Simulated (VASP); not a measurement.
The system is Ru.

```
Ru
1.0
     2.70000    0.00000    0.00000
    -1.35000    2.33827    0.00000
     0.00000    0.00000    4.27680
Ru
2
Direct
  0.33333 0.66667 0.75000
  0.66667 0.33333 0.25000
```

```yaml
Program: VASP 6.6.1
Task: relaxation of cell and atoms
Functional: PBE
Potentials_or_basis: VASP PAW PBE potentials, release 64 (Ru_pv)
Cutoff: 600 eV
k_mesh: 8 × 8 × 6
Occupations: gaussian, width 0.05 eV
Spin: no spin polarisation
```

At the start: pressure 6.0 GPa; volume 13.50 Å³/atom.

Q: Where does the relaxation end?

A: Over 6 steps the energy falls by 4.6 meV/atom and the volume is 13.75 Å³/atom (+1.8 %); space group P6_3/mmc (No. 194, to 0.05 Å).

The path:
```tsv
step	energy change (eV)	largest force (eV/Å)	pressure (GPa)	volume (Å³)
1	0.0000	0.0000	5.99	27.00
2	0.0648	0.0000	-14.79	29.02
3	-0.0092	0.0000	-0.11	27.51
4	-0.0092	0.0000	-0.02	27.50
5	-0.0092	0.0000	0.03	27.50
6	-0.0092	0.0000	-0.01	27.50
```

Final structure:
```
Ru
1.0
     2.71880    0.00000    0.00000
    -1.35940    2.35455    0.00000
     0.00000    0.00000    4.29577
Ru
2
Direct
  0.33333 0.66667 0.75000
  0.66667 0.33333 0.25000
```
